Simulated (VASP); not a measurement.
# BiAu in VASP: further runs, part 2 of 2

VASP 6.6.1. The steps go on from the part before.

### 3 Single point, r2SCAN (atom 2 (Bi) moved 0.05 Å along z)

Input file POSCAR:

```
BiAu
1.0
    0.0000000000      2.9407647972      2.9407647972
    2.9407647972      0.0000000000      2.9407647972
    2.9407647972      2.9407647972      0.0000000000
Au Bi
1 1
Direct
    0.5000000000      0.5000000000      0.5000000000
    0.0085011899      0.0085011899     -0.0085011899
```

Input file INCAR.step1:

```
ALGO = Normal ; EDIFF = 1E-4
ENCUT = 520 ; GGA = PE
ISMEAR = 0 ; LASPH = T
LCHARG = F ; LREAL = F
LWAVE = T ; NBANDS = 20
NELM = 100 ; PREC = Accurate
SIGMA = 0.05
```

Input file INCAR.step2:

```
ALGO = Normal ; EDIFF = 1E-7
ENCUT = 520 ; ISIF = 2
ISMEAR = 0 ; ISTART = 1
LASPH = T ; LCHARG = F
LMIXTAU = T ; LREAL = F
LWAVE = F ; METAGGA = R2SCAN
NBANDS = 20 ; NELM = 100
PREC = Accurate ; SIGMA = 0.05
```

Input file KPOINTS:

```
k-points
0
Gamma
  10 10 10
```

Potentials or basis: VASP PAW PBE potentials, release 64 (Au, Bi_d).

Started as:

```bash
$ cat potpaw_PBE.64/Au/POTCAR potpaw_PBE.64/Bi_d/POTCAR > POTCAR
$ cp INCAR.step1 INCAR
$ mpirun -np 1 vasp_std > vasp.out
$ cp INCAR.step2 INCAR
$ mpirun -np 1 vasp_std > vasp.out
```

OUTCAR:

```text
EDIFF = 1E-7
   ENCUT = 520
   ISIF = 2
   ISMEAR = 0
   ISTART = 1
   LASPH = T
   LREAL = F
   METAGGA = R2SCAN
   NELM = 100
   PREC = Accurate

 ion  position               nearest neighbor table
   1  0.500  0.500  0.500-   2 2.89   2 2.94   2 2.94   2 2.94   2 2.94   2 2.99
   2  0.009  0.009  0.991-   1 2.89   1 2.94   1 2.94   1 2.94   1 2.94   1 2.99

  LATTYP: Found a face centered cubic cell.
 ALAT       =     5.8815295944

  Lattice vectors:

 A1 = (   0.0000000000,   2.9407647972,   2.9407647972)
 A2 = (   2.9407647972,   0.0000000000,   2.9407647972)
 A3 = (   2.9407647972,   2.9407647972,   0.0000000000)

Analysis of symmetry for initial positions (statically):
=====================================================================
 Subroutine PRICEL returns:
 Original cell was already a primitive cell.

 Routine SETGRP: Setting up the symmetry group for a
 face centered cubic supercell.

 Subroutine GETGRP returns: Found  8 space group operations
 (whereof  8 operations were pure point group operations)
 out of a pool of 48 trial point group operations.

The static configuration has the point symmetry C_4v.

Analysis of symmetry for dynamics (positions and initial velocities):
=====================================================================
 Subroutine PRICEL returns:
 Original cell was already a primitive cell.

 Routine SETGRP: Setting up the symmetry group for a
 face centered cubic supercell.

 Subroutine GETGRP returns: Found  8 space group operations
 (whereof  8 operations were pure point group operations)
 out of a pool of 48 trial point group operations.

The dynamic configuration has the point symmetry C_4v.

 Subroutine INISYM returns: Found  8 space group operations
 (whereof  8 operations are pure point group operations),
 and found     1 'primitive' translations

----------------------------------------------------------------------------------------

                                     Primitive cell

  volume of cell :      50.8640

  direct lattice vectors                    reciprocal lattice vectors
     0.000000000  2.940764797  2.940764797    -0.170023798  0.170023798  0.170023798
     2.940764797  0.000000000  2.940764797     0.170023798 -0.170023798  0.170023798
     2.940764797  2.940764797  0.000000000     0.170023798  0.170023798 -0.170023798

  length of vectors
     4.158869460  4.158869460  4.158869460     0.294489857  0.294489857  0.294489857

  position of ions in fractional coordinates (direct lattice)
     0.500000000  0.500000000  0.500000000
     0.008501190  0.008501190  0.991498810

  ion indices of the primitive-cell ions
   primitive index   ion index
                 1           1
                 2           2

----------------------------------------------------------------------------------------

 KPOINTS: k-points

Automatic generation of k-mesh.
 Grid dimensions read from file:
 generate k-points for:   10   10   10

 Generating k-lattice:

  Cartesian coordinates                     Fractional coordinates (reciprocal lattice)
    -0.017002380  0.017002380  0.017002380     0.100000000  0.000000000  0.000000000
     0.017002380 -0.017002380  0.017002380     0.000000000  0.100000000  0.000000000
     0.017002380  0.017002380 -0.017002380     0.000000000  0.000000000  0.100000000

  Length of vectors
     0.029448986  0.029448986  0.029448986

  Shift w.r.t. Gamma in fractional coordinates (k-lattice)
     0.000000000  0.000000000  0.000000000

 Subroutine IBZKPT returns following result:
 ===========================================

 Found    102 irreducible k-points:

 Following reciprocal coordinates:
            Coordinates               Weight
  0.000000  0.000000  0.000000      1.000000
  0.100000  0.000000  0.000000      8.000000
  0.200000  0.000000  0.000000      8.000000
  0.300000  0.000000  0.000000      8.000000
  0.400000  0.000000  0.000000      8.000000
  0.500000  0.000000  0.000000      4.000000
[... 16 lines left out ...]
 -0.100000  0.100000  0.000000      4.000000
  0.000000 -0.100000  0.100000      8.000000
 [... further k-points ...]
   k-points           NKPTS =    102   k-points in BZ     NKDIM =    102   number of bands    NBANDS=     20
   number of dos      NEDOS =    301   number of ions     NIONS =      2
   total plane-waves  NPLWV =  32768
   dimension x,y,z NGX =    32 NGY =   32 NGZ =   32
   dimension x,y,z NGXF=    64 NGYF=   64 NGZF=   64
   ions per type =               1   1
   NGX,Y,Z   is equivalent  to a cutoff of  12.79, 12.79, 12.79 a.u.
   NGXF,Y,Z  is equivalent  to a cutoff of  25.58, 25.58, 25.58 a.u.
 SYSTEM =  unknown system
   PREC   = accura    normal or accurate (medium, high low for compatibility)
   ISTART =      1    job   : 0-new  1-cont  2-samecut
   ICHARG =      0    charge: 1-file 2-atom 10-const
   ISPIN  =      1    spin polarized calculation?
   LNONCOLLINEAR =      F non collinear calculations
   LSORBIT =      F    spin-orbit coupling
   LASPH  =      T    aspherical Exc in radial PAW
   ENCUT  =  520.0 eV  38.22 Ry    6.18 a.u.   7.73  7.73  7.73*2*pi/ulx,y,z
   NELM   =    100;   NELMIN=  2; NELMDL=  0     # of ELM steps
   EDIFF  = 0.1E-06   stopping-criterion for ELM
   LREAL  =      F    real-space projection
   EDIFFG = 0.1E-05   stopping-criterion for IOM
   NSW    =      0    number of steps for IOM
   IBRION =     -1    ionic relax: 0-MD 1-quasi-New 2-CG
   NFREE  =      0    steps in history (QN), initial steepest desc. (CG)
   ISIF   =      2    stress and relaxation
   ISYM   =      2    0-nonsym 1-usesym 2-fastsym
   POTIM  = 0.5000    time-step for ionic-motion
   TEBEG  =    0.0;   TEEND  =   0.0 temperature during run
   PSTRESS=    0.0 pullay stress
   NELECT =      26.0000    total number of electrons
   NUPDOWN=      -1.0000    fix difference up-down
   EMIN   =  10.00;   EMAX   =-10.00  energy-range for DOS
   EFERMI =   0.00;   METHOD = LEGACY
   ISMEAR =     0;   SIGMA  =   0.05  broadening in eV -4-tet -1-fermi 0-gaus
   EFERMI_NEDOS =   21; number of points for ismear=-14 and -15
   IALGO  =     38    algorithm
   IMIX   =      4    mixing-type and parameters
     AMIX     =   0.40;   BMIX     =  1.00
     AMIX_MAG =   1.60;   BMIX_MAG =  1.00
  volume/ion in A,a.u.               =      25.43       171.62
  Fermi-wavevector in a.u.,A,eV,Ry     =   1.308968  2.473591 23.312180  1.713397
  Thomas-Fermi vector in A             =   2.439599
   LORBIT       =      0    0 simple, 1 ext, 2 COOP (PROOUT), +10 PAW based schemes
   METAGGA = R2SCAN    functional components
   LHFCALC =     F    Hartree Fock is set to
   AEXX    =    0.0000 exact exchange contribution
   IVDW    =     0    specifies the selected vdW correction
   LEPSILON=     F    determine dielectric tensor
   LRPA    =     F    only Hartree local field effects (RPA)
 non-spin polarized calculation
 Gauss-broadening in eV      SIGMA  =   0.05
  energy-cutoff  :      520.00
  volume of cell :       50.86
 maximum number of plane-waves:      1387
   NGX = 15   NGY = 15   NGZ = 15

 number of electron      25.9999996 magnetization

 Free energy of the ion-electron system (eV)
  ---------------------------------------------------
  ext. energy  EPLUGINS =         0.00000000
  ---------------------------------------------------
  free energy    TOTEN  =      -109.04742827 eV

  energy without entropy =     -109.04569655  energy(sigma->0) =     -109.04656241

 E-fermi :   7.6316     XC(G=0): -11.5655

 val. band max:        7.6283423400   @ k =   0.0000   0.5000   0.2000
 cond. band min:       7.6354938926   @ k =   0.3000   0.2000   0.1000
 fundamental gap:      0.0071515526
 Fermi energy:         7.6316214914

 k-point     1 :       0.0000    0.0000    0.0000
  band No.  band energies     occupation
      1     -16.0543      2.00000
      2     -16.0535      2.00000
      3     -16.0218      2.00000
      4     -16.0218      2.00000
      5     -16.0217      2.00000
      6      -5.4810      2.00000
[... 12 lines left out ...]
     19      16.7764      0.00000
     20      17.6365      0.00000

 k-point     2 :       0.1000    0.0000    0.0000
  band No.  band energies     occupation
      1     -16.0529      2.00000
      2     -16.0521      2.00000
      3     -16.0210      2.00000
      4     -16.0199      2.00000
      5     -16.0198      2.00000
      6      -5.3635      2.00000
[... 498 lines left out ...]
 k-point    24 :       0.0000   -0.1000    0.1000
  band No.  band energies     occupation
      1     -16.0511      2.00000
      2     -16.0497      2.00000
      3     -16.0205      2.00000
      4     -16.0178      2.00000
      5     -16.0146      2.00000
      6      -5.1744      2.00000
[... 12 lines left out ...]
     19      17.0555      0.00000
     20      17.7587      0.00000

 [... further k-points ...]
[... 5 lines left out ...]
  --------------------------------------------------------------------------------------
  -------------------------------------------------------------------------------------
  Total        0.0138669      0.0138669      0.0841155      0.0000000      0.0000000      0.0000000
  in kB        0.4367958      0.4367958      2.6495709      0.0000000      0.0000000      0.0000000
  external PRESSURE =       1.1743875 kB  Pullay stress =       0.0000000 kB

 VOLUME and BASIS-vectors are now :
 -----------------------------------------------------------------------------
  energy-cutoff  :      520.00
  volume of cell :       50.86
      direct lattice vectors                 reciprocal lattice vectors
     0.000000000  2.940764797  2.940764797    -0.170023798  0.170023798  0.170023798
     2.940764797  0.000000000  2.940764797     0.170023798 -0.170023798  0.170023798
     2.940764797  2.940764797  0.000000000     0.170023798  0.170023798 -0.170023798

 POSITION                                       TOTAL-FORCE (eV/Angst)
 -----------------------------------------------------------------------------------
      2.94076      2.94076      2.94076         0.000000      0.000000      0.182507
      2.94076      2.94076      0.05000         0.000000      0.000000     -0.182507
 -----------------------------------------------------------------------------------
    total drift:                                0.000000      0.000000      0.000193

  FREE ENERGIE OF THE ION-ELECTRON SYSTEM (eV)
  ---------------------------------------------------
  free  energy   TOTEN  =      -109.0474282662 eV

  energy  without entropy=     -109.0456965490  energy(sigma->0) =     -109.04656241
```

OSZICAR.step1:

```text
N       E                     dE             d eps       ncg     rms          rms(c)
DAV:   1     0.222981135695E+03    0.22298E+03   -0.13421E+04  4108   0.149E+03
DAV:   2     0.708352344843E+01   -0.21590E+03   -0.20838E+03  4128   0.392E+02
DAV:   3    -0.709679284054E+01   -0.14180E+02   -0.14038E+02  4764   0.102E+02
DAV:   4    -0.745221716642E+01   -0.35542E+00   -0.35519E+00  4672   0.161E+01
DAV:   5    -0.746729249761E+01   -0.15075E-01   -0.15075E-01  5420   0.331E+00    0.489E+00
DAV:   6    -0.714103821907E+01    0.32625E+00   -0.14991E+00  4416   0.848E+00    0.351E+00
DAV:   7    -0.712688180325E+01    0.14156E-01   -0.49040E-02  4720   0.220E+00    0.192E+00
DAV:   8    -0.712185770374E+01    0.50241E-02   -0.15718E-02  5228   0.121E+00    0.166E-01
DAV:   9    -0.712150986096E+01    0.34784E-03   -0.12533E-03  5232   0.421E-01    0.891E-02
DAV:  10    -0.712148704709E+01    0.22814E-04   -0.32348E-04  4432   0.191E-01
   1 F= -.71214870E+01 E0= -.71209553E+01  d E =-.106341E-02
```

Wall time 6.8 min (1 thread of Intel Xeon 8259CL, shared host); peak memory 0.27 GiB.

Results:

| Item | Value |
| --- | --- |
| Free energy | -109.0474 eV |
| Pressure | 0.1 GPa |
| Largest force | 0.183 eV/Å |
| Band gap on the k mesh | zero (bands 13 and 14 overlap by 5.29 eV) |

Forces in eV/Å, atoms in the order of the input:
```
Au   0.000  0.000  0.183
Bi   0.000  0.000 -0.183
```

Levels at points of the mesh, in eV from the Fermi level:
| k point | band 10 | band 11 | band 12 | band 13 | band 14 | band 15 | band 16 | band 17 |
| --- | --- | --- | --- | --- | --- | --- | --- | --- |
| (0.00, 0.00, 0.00) | -4.63 | -4.62 | 0.99 | 0.99 | 0.99 | 1.19 | 8.00 | 9.12 |
| (0.50, 0.00, 0.00) | -4.36 | -4.36 | -3.90 | 3.04 | 3.07 | 3.65 | 5.33 | 5.34 |
| (0.50, 0.50, 0.00) | -4.19 | -4.19 | -3.42 | -1.51 | -1.51 | -1.33 | 6.42 | 11.92 |
| (0.00, 0.50, 0.50) | -4.19 | -4.19 | -3.42 | -1.52 | -1.50 | -1.31 | 6.42 | 11.92 |

Caveat: the cell differs from its parent crystal (atom 2 (Bi) moved 0.05 Å along z); the PAW data sets were made with another functional, which shifts forces and pressure a little; spin-orbit coupling is left out, which moves the levels of the heavy elements.

The gap in the log of VASP goes by the Fermi energy; the results here count the filled bands.